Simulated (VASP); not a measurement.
Ba:

```
Ba
1.0
     4.45449    0.00000    0.00000
    -2.22724    3.85770    0.00000
     0.00000    0.00000    7.27418
Ba
2
Cartesian
  0.0000 2.5718 1.8185
  2.2272 1.2859 5.4556
```

This isn't the form of Ba at room conditions, which is bcc.

```yaml
Program: VASP 6.6.1
Task: relaxation of cell and atoms
Functional: LDA
Potentials_or_basis: VASP PAW LDA potentials, release 64 (Ba_sv)
Cutoff: 500 eV
k_mesh: 8 × 8 × 5
Occupations: fermi-dirac, width 0.1 eV
Spin: no spin polarisation
```

At the start: pressure -1.2 GPa; volume 62.50 Å³/atom.

Question: Where does the relaxation end?

Answer: Over 8 steps the energy falls by 34.8 meV/atom and the volume is 53.90 Å³/atom (-13.8 %); space group P6_3/mmc (No. 194, to 0.1 Å) before and after.

Step by step:
```
step  energy change (eV)  largest force (eV/Å)  pressure (GPa)  volume (Å³)
   1              0.0000                0.0000           -1.17       125.00
   2             -0.0476                0.0000           -0.71       116.94
   3             -0.0687                0.0000           -0.12       108.97
   4             -0.0691                0.0000            0.00       107.58
   5             -0.0691                0.0000           -0.02       107.91
   6             -0.0694                0.0000           -0.03       107.87
   7             -0.0695                0.0000           -0.03       107.79
   8             -0.0695                0.0000           -0.03       107.80
```

Final structure:
```cif
data_structure
_symmetry_space_group_name_H-M 'P 1'
_symmetry_Int_Tables_number 1
_cell_length_a 4.2516
_cell_length_b 4.2516
_cell_length_c 6.8862
_cell_angle_alpha 90.000
_cell_angle_beta 90.000
_cell_angle_gamma 120.000
_cell_volume 107.80
loop_
_atom_site_label
_atom_site_type_symbol
_atom_site_fract_x
_atom_site_fract_y
_atom_site_fract_z
_atom_site_occupancy
Ba1 Ba 0.33333 0.66667 0.25000 1
Ba2 Ba 0.66667 0.33333 0.75000 1
```
